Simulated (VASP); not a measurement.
Input of a VASP 6.6.1 run:

Contents of INCAR:

```
SYSTEM = La
PREC = Accurate
ENCUT = 600
EDIFF = 1E-6
ISMEAR = -1
SIGMA = 0.1
LREAL = .False.
LASPH = .True.
NELM = 60
ALGO = Normal
ISIF = 3
LWAVE = .False.
LCHARG = .False.
GGA = CA
IBRION = 2
NSW = 80
EDIFFG = -0.01
```

KPOINTS

```
Automatic mesh
0
Gamma
  6 6 9
  0 0 0
```

File POSCAR:

```
La
1.0
    5.9574525210      0.0000000000      0.0000000000
   -2.9787262605      5.1593052250      0.0000000000
    0.0000000000      0.0000000000      3.6519183953
La
3
Direct
    0.0000000000      0.0000000000      0.0000000000
    0.3333333333      0.6666666667      0.5000000000
    0.6666666667      0.3333333333      0.5000000000
```

Potentials or basis: VASP PAW LDA potentials, release 64 (La).

The run is started by

```bash
$ cat potpaw_LDA.64/La/POTCAR > POTCAR
$ mpirun -np 1 vasp_std > vasp.out
```

**Question.** What does it give for the relaxed volume?

**Answer.** 32.39 Å³/atom.

**Question.** Predict the space group after relaxing (to 0.05 Å).

**Answer.** P6/mmm (No. 191).

**Question.** What does it give for the relaxed cell?

**Answer.** a = 5.724 Å, b = 5.724 Å, c = 3.425 Å, α = 90.00°, β = 90.00°, γ = 120.00°.

Step by step:
| step | energy change (eV) | largest force (eV/Å) | pressure (GPa) | volume (Å³) |
| --- | --- | --- | --- | --- |
| 1 | 0.0000 | 0.0000 | -3.56 | 112.25 |
| 2 | -0.1729 | 0.0000 | -0.53 | 99.29 |
| 3 | -0.1756 | 0.0000 | 0.01 | 97.61 |
| 4 | -0.1755 | 0.0000 | -0.12 | 97.89 |
| 5 | -0.1780 | 0.0000 | -0.17 | 97.73 |
| 6 | -0.1789 | 0.0000 | -0.05 | 97.65 |
| 7 | -0.1798 | 0.0000 | -0.18 | 97.49 |
| 8 | -0.1781 | 0.0000 | -0.09 | 97.14 |
| 9 | -0.1799 | 0.0000 | -0.12 | 97.41 |
| 10 | -0.1799 | 0.0000 | -0.06 | 97.42 |
| 11 | -0.1799 | 0.0000 | -0.15 | 97.46 |
| 12 | -0.1799 | 0.0000 | -0.07 | 97.43 |
| 13 | -0.1800 | 0.0000 | 0.05 | 97.17 |
